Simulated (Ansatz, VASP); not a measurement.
## Two plane-wave programs on Ba

```
CELL_PARAMETERS angstrom
0.00000 3.26903 3.26903
3.26903 0.00000 3.26903
3.26903 3.26903 0.00000
ATOMIC_POSITIONS crystal
Ba 0.00000 0.00000 0.00000
```

Alike in both runs: task single point; functional BLYP; k mesh 10 × 10 × 10; occupations fermi-dirac, width 0.1 eV; no spin polarisation.

|  | VASP | Ansatz |
| --- | --- | --- |
| version | VASP 6.6.1 | Ansatz 0.2.0 |
| potentials or method | VASP PAW PBE potentials, release 64 (Ba_sv), cutoff 520 eV | plane waves (420 eV) with PAW, scalar-relativistic |
| valence electrons in the cell | 10 | 10 |

Ansatz gave:

* pressure (GPa): -0.3

Problem. Estimate VASP's values.

Solution. Pressure (GPa): -0.2.

VASP's potentials were made for PBE, not for BLYP.

Spin-orbit coupling is off throughout.
